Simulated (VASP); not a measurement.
Hf3Au:

```
Hf Au
1.0
     4.35065    0.00000    0.00000
     0.00000    4.35065    0.00000
     0.00000    0.00000    4.35065
Hf Au
3 1
Direct
  0.50000 0.00000 0.00000
  0.00000 0.50000 0.00000
  0.00000 0.00000 0.50000
  0.50000 0.50000 0.50000
```

| Property | Result |
| --- | --- |
| Program | VASP 6.6.1 |
| Task | relaxation of cell and atoms |
| Functional | r2SCAN |
| Potentials or basis | VASP PAW PBE potentials, release 64 (Hf_pv, Au) |
| Cutoff | 600 eV |
| k mesh | 10 × 10 × 10 |
| Occupations | gaussian, width 0.1 eV |
| Spin | no spin polarisation |

At the start: pressure -2.8 GPa; volume 20.59 Å³/atom.

Q: How do energy, volume and symmetry change on relaxing?

A: Over 3 steps the energy falls by 4.1 meV/atom and the volume is 20.13 Å³/atom (-2.2 %); space group Pm-3m (No. 221, to 0.05 Å).

Step by step:
```tsv
step	energy change (eV)	largest force (eV/Å)	pressure (GPa)	volume (Å³)
1	0.0000	0.0000	-2.82	82.35
2	0.0148	0.0000	4.24	78.11
3	-0.0164	0.0000	-0.02	80.53
```

Final structure:
```
Hf Au
1.0
     4.31845    0.00000    0.00000
     0.00000    4.31845    0.00000
     0.00000    0.00000    4.31845
Hf Au
3 1
Cartesian
  2.1592 0.0000 0.0000
  0.0000 2.1592 0.0000
  0.0000 0.0000 2.1592
  2.1592 2.1592 2.1592
```

Caveat: the PAW data sets were made with another functional, which shifts forces and pressure a little.
